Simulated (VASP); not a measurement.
Set up this calculation in VASP 6.6.1, as the native input.

```yaml
Task: single point
Functional: PBE
Potentials_or_basis: VASP PAW PBE potentials, release 64 (Ga_d, As)
Cutoff: 500 eV
k_mesh: 8 × 8 × 8
Occupations: fermi-dirac, width 0.02 eV
Spin: no spin polarisation
Dipole_correction: no
Further_INCAR_settings: ALGO = Normal; EDIFF = 1e-06; NBANDS = 16
```

The structure of GaAs lies in POSCAR:

```
GaAs
1.0
    0.0000000000      2.7982381481      2.8625222354
    2.7982381481      0.0000000000      2.8625222354
    2.7982381481      2.7982381481      0.0000000000
Ga As
1 1
Direct
    0.0000000000      0.0000000000      0.0000000000
    0.2500000000      0.2500000000      0.2500000000
```

This cell differs from its parent crystal: epitaxial xy strain -1.2%.

These files were run (other wordings do the same):

INCAR

```
PREC = Accurate
ENCUT = 500
EDIFF = 1E-6
ISMEAR = -1
SIGMA = 0.02
LREAL = F
LASPH = T
NELM = 120
ALGO = Normal
ISIF = 2
LWAVE = F
LCHARG = F
GGA = PE
NBANDS = 16
GGA_COMPAT = F
```

KPOINTS

```
regular mesh
0
Gamma
  8 8 8
```

Potentials or basis: VASP PAW PBE potentials, release 64 (Ga_d, As).

Launch:

```bash
$ cat potpaw_PBE.64/Ga_d/POTCAR potpaw_PBE.64/As/POTCAR > POTCAR
$ mpirun -np 1 vasp_std > vasp.out
```

Results of the run:

| Quantity | Value |
| --- | --- |
| Pressure | 4.0 GPa |
| Band gap on the k mesh | 0.53 eV, direct |

Caveat: the cell differs from its parent crystal (epitaxial xy strain -1.2%).

Run time: 40 s on 1 thread of Intel(R) Xeon(R) Platinum 8259CL CPU @ 2.50GHz (Skylake/Cascade Lake) (shared host), peak memory 0.19 GiB.
